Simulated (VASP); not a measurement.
The system is TiC.

```xyz
2
Lattice="0.0000 2.1593 2.1593 2.1593 0.0000 2.1593 2.1593 2.1593 0.0000" Properties=species:S:1:pos:R:3 pbc="T T T"
Ti    0.0000    0.0000    0.0000
C     2.1593    2.1593    2.1593
```

| Item | Value |
| --- | --- |
| Program | VASP 6.6.1 |
| Task | relaxation of cell and atoms |
| Functional | LDA |
| Potentials or basis | VASP PAW LDA potentials, release 64 (Ti_sv, C) |
| Cutoff | 600 eV |
| k mesh | 8 × 8 × 8 |
| Occupations | gaussian, width 0.1 eV |
| Spin | no spin polarisation |

At the start: pressure -9.9 GPa; volume 10.07 Å³/atom.

Q: How do energy, volume and symmetry change on relaxing?

A: Over 3 steps the energy falls by 12.1 meV/atom and the volume is 9.69 Å³/atom (-3.7 %); space group Fm-3m (No. 225, to 0.05 Å).

Step by step:
```
step  energy change (eV)  largest force (eV/Å)  pressure (GPa)  volume (Å³)
   1              0.0000                0.0000           -9.93        20.14
   2              0.0257                0.0000           16.60        18.37
   3             -0.0243                0.0000           -0.14        19.39
```

Final structure:
```yaml
crystal:
  lattice:
    - [0.00000, 2.13224, 2.13224]
    - [2.13224, 0.00000, 2.13224]
    - [2.13224, 2.13224, 0.00000]
  atoms:
    - { symbol: Ti, position: [0.00000, 0.00000, 0.00000] }
    - { symbol: C, position: [0.50000, 0.50000, 0.50000] }
```
